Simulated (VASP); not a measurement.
# HgTe (F-43m) in VASP: notebook, part 2 of 2

VASP 6.6.1.

## (3) Single point, r2SCAN

This run uses another cell than the first one, of 35.47 Å³/atom, 1.031 times its volume.

POSCAR

```
HgTe
1.0
    0.0000000000      3.2855016270      3.2855016270
    3.2855016270      0.0000000000      3.2855016270
    3.2855016270      3.2855016270      0.0000000000
Hg Te
1 1
Direct
    0.0000000000      0.0000000000      0.0000000000
    0.2500000000      0.2500000000      0.2500000000
```

INCAR.step1

```
SYSTEM = HgTe
PREC = Accurate ; ENCUT = 520
ISMEAR = 0 ; SIGMA = 0.1
LREAL = .FALSE. ; LASPH = .TRUE.
NELM = 100 ; NBANDS = 16
GGA = PE ; ALGO = Normal
EDIFF = 1E-4 ; LWAVE = .TRUE.
LCHARG = .FALSE.
```

INCAR.step2

```
SYSTEM = HgTe
PREC = Accurate ; ENCUT = 520
EDIFF = 1E-7 ; ISMEAR = 0
SIGMA = 0.1 ; LREAL = .FALSE.
LASPH = .TRUE. ; NELM = 100
ALGO = Normal ; ISIF = 2
LWAVE = .FALSE. ; LCHARG = .FALSE.
METAGGA = R2SCAN ; LMIXTAU = .TRUE.
NBANDS = 16 ; ISTART = 1
```

KPOINTS

```
regular mesh
0
G
  12 12 12
  0 0 0
```

Potentials or basis: VASP PAW PBE potentials, release 64 (Hg, Te).

The run is started by

```console
> cat potpaw_PBE.64/Hg/POTCAR potpaw_PBE.64/Te/POTCAR > POTCAR
> cp INCAR.step1 INCAR
> mpirun -np 1 vasp_std > vasp.out
> cp INCAR.step2 INCAR
> mpirun -np 1 vasp_std > vasp.out
```

It took 4 min on 1 thread of AMD EPYC 9R45 (Zen 5), shared host; peak memory 0.24 GiB.

It converged, with:

| Item | Value |
| --- | --- |
| Free energy | -75.1646 eV |
| Pressure | 0.1 GPa |
| Band gap on the k mesh | zero (filled and empty bands touch) |

Levels at points of the mesh, in eV from the Fermi level:
```tsv
k point	band 6	band 7	band 8	band 9	band 10	band 11	band 12	band 13
(0.00, 0.00, 0.00)	-6.91	-0.61	-0.07	-0.07	-0.07	4.59	4.59	4.59
(0.50, 0.00, 0.00)	-6.62	-5.38	-0.99	-0.99	0.88	5.36	5.36	7.08
(0.50, 0.50, 0.00)	-6.48	-5.37	-2.21	-2.21	2.03	2.79	8.45	9.17
```

Caveat: the PAW data sets were made with another functional, which shifts forces and pressure a little; spin-orbit coupling is left out, which moves the levels of the heavy elements.

## (4) Single point, r2SCAN (volume scaled by 1.03)

POSCAR

```
HgTe
1.0
    0.0000000000      3.3180334618      3.3180334618
    3.3180334618      0.0000000000      3.3180334618
    3.3180334618      3.3180334618      0.0000000000
Hg Te
1 1
Direct
    0.0000000000      0.0000000000      0.0000000000
    0.2500000000      0.2500000000      0.2500000000
```

INCAR.step1

```
ALGO = Normal
EDIFF = 1E-4
ENCUT = 520
GGA = PE
ISMEAR = 0
LASPH = T
LCHARG = F
LREAL = F
LWAVE = T
NBANDS = 16
NELM = 60
PREC = Accurate
SIGMA = 0.1
```

INCAR.step2

```
ALGO = Normal
EDIFF = 1E-7
ENCUT = 520
ISIF = 2
ISMEAR = 0
ISTART = 1
LASPH = T
LCHARG = T
LELF = T
LMIXTAU = T
LREAL = F
LVHAR = T
LWAVE = F
METAGGA = R2SCAN
NBANDS = 16
NELM = 60
PREC = Accurate
SIGMA = 0.1
```

KPOINTS

```
k-points
0
Gamma
  12 12 12
```

The run is started by

```console
> cat potpaw_PBE.64/Hg/POTCAR potpaw_PBE.64/Te/POTCAR > POTCAR
> cp INCAR.step1 INCAR
> mpirun -np 1 vasp_std > vasp.out
> cp INCAR.step2 INCAR
> mpirun -np 1 vasp_std > vasp.out
```

Run time: 4.1 min. Hardware: 1 thread of AMD EPYC 9R45 (Zen 5), shared host; peak memory 0.24 GiB.

Results (log left out):

* Free energy: -75.1586 eV
* Pressure: -1.0 GPa
* Band gap on the k mesh: zero (filled and empty bands touch)

Levels at points of the mesh, in eV from the Fermi level:
| k point | band 7 | band 8 | band 9 | band 10 | band 11 | band 12 |
| --- | --- | --- | --- | --- | --- | --- |
| (0.00, 0.00, 0.00) | -0.68 | -0.07 | -0.07 | -0.07 | 4.64 | 4.64 |
| (0.50, 0.00, 0.00) | -5.20 | -0.94 | -0.94 | 0.87 | 5.39 | 5.39 |
| (0.50, 0.50, 0.00) | -5.22 | -2.09 | -2.09 | 2.03 | 2.86 | 8.33 |

Caveat: the cell differs from its parent crystal (volume scaled by 1.03); the PAW data sets were made with another functional, which shifts forces and pressure a little; spin-orbit coupling is left out, which moves the levels of the heavy elements.

## (5) Single point, r2SCAN (volume scaled by 1.06)

POSCAR

```
HgTe
1.0
    0.0000000000      3.3499395870      3.3499395870
    3.3499395870      0.0000000000      3.3499395870
    3.3499395870      3.3499395870      0.0000000000
Hg Te
1 1
Direct
    0.0000000000      0.0000000000      0.0000000000
    0.2500000000      0.2500000000      0.2500000000
```

INCAR.step1

```
SYSTEM = HgTe
ALGO = Normal
EDIFF = 1E-4
ENCUT = 520
GGA = PE
ISMEAR = 0
LASPH = .TRUE.
LCHARG = .FALSE.
LREAL = .FALSE.
LWAVE = .TRUE.
NBANDS = 16
NELM = 60
PREC = Accurate
SIGMA = 0.1
```

INCAR.step2

```
SYSTEM = HgTe
ALGO = Normal
EDIFF = 1E-7
ENCUT = 520
ISIF = 2
ISMEAR = 0
ISTART = 1
LASPH = .TRUE.
LCHARG = .FALSE.
LMIXTAU = .TRUE.
LREAL = .FALSE.
LWAVE = .FALSE.
METAGGA = R2SCAN
NBANDS = 16
NELM = 60
PREC = Accurate
SIGMA = 0.1
```

KPOINTS

```
k-points
0
G
  12 12 12
  0 0 0
```

The run is started by

```console
> cat potpaw_PBE.64/Hg/POTCAR potpaw_PBE.64/Te/POTCAR > POTCAR
> cp INCAR.step1 INCAR
> mpirun -np 1 vasp_std > vasp.out
> cp INCAR.step2 INCAR
> mpirun -np 1 vasp_std > vasp.out
```

Wall time 3.5 min (1 thread of AMD EPYC 9R45 (Zen 5), shared host); peak memory 0.25 GiB.

It converged, with:

```
Free energy            : -75.1391 eV
Pressure               : -1.9 GPa
Band gap on the k mesh : zero (filled and empty bands touch)
```

Levels at points of the mesh, in eV from the Fermi level:
```csv
k point,band 7,band 8,band 9,band 10,band 11,band 12
"(0.00, 0.00, 0.00)",-0.76,-0.07,-0.07,-0.07,4.69,4.69
"(0.50, 0.00, 0.00)",-5.02,-0.89,-0.89,0.86,5.41,5.41
"(0.50, 0.50, 0.00)",-5.07,-1.98,-1.98,2.02,2.93,8.22
```

Caveat: the cell differs from its parent crystal (volume scaled by 1.06); the PAW data sets were made with another functional, which shifts forces and pressure a little; spin-orbit coupling is left out, which moves the levels of the heavy elements.

## (6) Single point, r2SCAN (volume scaled by 1.10)

POSCAR

```
HgTe
1.0
    0.0000000000      3.3915579989      3.3915579989
    3.3915579989      0.0000000000      3.3915579989
    3.3915579989      3.3915579989      0.0000000000
Hg Te
1 1
Direct
    0.0000000000      0.0000000000      0.0000000000
    0.2500000000      0.2500000000      0.2500000000
```

INCAR.step1

```
  PREC = Accurate
  ENCUT = 520
  ISMEAR = 0
  SIGMA = 0.1
  LREAL = F
  LASPH = T
  NELM = 80
  NBANDS = 16
  GGA = PE
  ALGO = Normal
  EDIFF = 1E-4
  LWAVE = T
  LCHARG = F
```

INCAR.step2

```
  PREC = Accurate
  ENCUT = 520
  EDIFF = 1E-7
  ISMEAR = 0
  SIGMA = 0.1
  LREAL = F
  LASPH = T
  NELM = 80
  ALGO = Normal
  ISIF = 2
  LWAVE = F
  LCHARG = T
  METAGGA = R2SCAN
  LMIXTAU = T
  LELF = T
  LVHAR = T
  NBANDS = 16
  ISTART = 1
```

KPOINTS

```
regular mesh
0
Gamma
  12 12 12
```

Potentials or basis: VASP PAW PBE potentials, release 64 (Hg, Te).

The run is started by

```console
> cat potpaw_PBE.64/Hg/POTCAR potpaw_PBE.64/Te/POTCAR > POTCAR
> cp INCAR.step1 INCAR
> mpirun -np 1 vasp_std > vasp.out
> cp INCAR.step2 INCAR
> mpirun -np 1 vasp_std > vasp.out
```

OUTCAR:

```text
PREC = Accurate
   ENCUT = 520
   EDIFF = 1E-7
   ISMEAR = 0
   LREAL = F
   LASPH = T
   NELM = 80
   ISIF = 2
   METAGGA = R2SCAN
   ISTART = 1

 ion  position               nearest neighbor table
   1  0.000  0.000  0.000-   2 2.94   2 2.94   2 2.94   2 2.94
   2  0.250  0.250  0.250-   1 2.94   1 2.94   1 2.94   1 2.94

  LATTYP: Found a face centered cubic cell.
 ALAT       =     6.7831159978

  Lattice vectors:

[... 191 lines left out ...]
      5      -5.0383      2.00000
      6      -5.0383      2.00000
[... 433 lines left out ...]
      3      -5.3136      2.00000
      4      -5.0463      2.00000
      5      -5.0297      2.00000
      6      -4.7807      2.00000
[... 8 lines left out ...]
     15      11.1162      0.00000
     16      11.3029      0.00000

 [... further k-points ...]
[... 5 lines left out ...]
  --------------------------------------------------------------------------------------
  -------------------------------------------------------------------------------------
  Total       -1.4315834     -1.4315834     -1.4315834      0.0000000     -0.0000000     -0.0000000
  in kB      -29.3967623    -29.3967623    -29.3967623      0.0000000     -0.0000000     -0.0000000
  external PRESSURE =     -29.3967623 kB  Pullay stress =       0.0000000 kB

 VOLUME and BASIS-vectors are now :
 -----------------------------------------------------------------------------
  energy-cutoff  :      520.00
  volume of cell :       78.02
      direct lattice vectors                 reciprocal lattice vectors
     0.000000000  3.391557999  3.391557999    -0.147424871  0.147424871  0.147424871
     3.391557999  0.000000000  3.391557999     0.147424871 -0.147424871  0.147424871
     3.391557999  3.391557999  0.000000000     0.147424871  0.147424871 -0.147424871

 POSITION                                       TOTAL-FORCE (eV/Angst)
 -----------------------------------------------------------------------------------
      0.00000      0.00000      0.00000         0.000000     -0.000000      0.000000
      1.69578      1.69578      1.69578        -0.000000      0.000000     -0.000000
 -----------------------------------------------------------------------------------
    total drift:                               -0.000001     -0.000001     -0.000001

  FREE ENERGIE OF THE ION-ELECTRON SYSTEM (eV)
  ---------------------------------------------------
  free  energy   TOTEN  =       -75.0960688029 eV

  energy  without entropy=      -75.0959000599  energy(sigma->0) =      -75.09598443
```

OUTCAR.step1:

```text
PREC = Accurate
   ENCUT = 520
   ISMEAR = 0
   LREAL = F
   LASPH = T
[... 676 lines left out ...]
 -----------------------------------------------------------------------------------
      0.00000      0.00000      0.00000        -0.000000     -0.000000     -0.000000
      1.69578      1.69578      1.69578         0.000000      0.000000      0.000000
 -----------------------------------------------------------------------------------
    total drift:                                0.000000      0.000000      0.000000

  FREE ENERGIE OF THE ION-ELECTRON SYSTEM (eV)
  ---------------------------------------------------
  free  energy   TOTEN  =        -3.6279484036 eV

  energy  without entropy=       -3.6277757684  energy(sigma->0) =       -3.62786209
```

Wall time 3.3 min (1 thread of AMD EPYC 9R45 (Zen 5), shared host); peak memory 0.25 GiB.

What came out:

```
Free energy            : -75.0961 eV
Pressure               : -2.9 GPa
Band gap on the k mesh : zero (filled and empty bands touch)
```

Caveat: the cell differs from its parent crystal (volume scaled by 1.10); the PAW data sets were made with another functional, which shifts forces and pressure a little; spin-orbit coupling is left out, which moves the levels of the heavy elements.

## (7) Summary

```tsv
cell	gap on the mesh (eV)	pressure (GPa)
a = 4.599 Å, angles 60.0°, 2 atoms	none	1.4
a = 4.646 Å, angles 60.0°, 2 atoms	none	0.1
a = 4.692 Å, angles 60.0°, 2 atoms	none	-1.0
a = 4.738 Å, angles 60.0°, 2 atoms	none	-1.9
a = 4.796 Å, angles 60.0°, 2 atoms	none	-2.9
```

Alike in all rows: task single point; level r2SCAN; potentials or basis VASP PAW PBE potentials, release 64 (Hg, Te); no spin polarisation; k mesh 12 × 12 × 12; cutoff (eV) 520; smearing gaussian 0.1 eV.

Caveats: the PAW data sets were made with another functional, which shifts forces and pressure a little; spin-orbit coupling is left out, which moves the levels of the heavy elements.

Absolute energies hang on the potentials; compare differences alone.
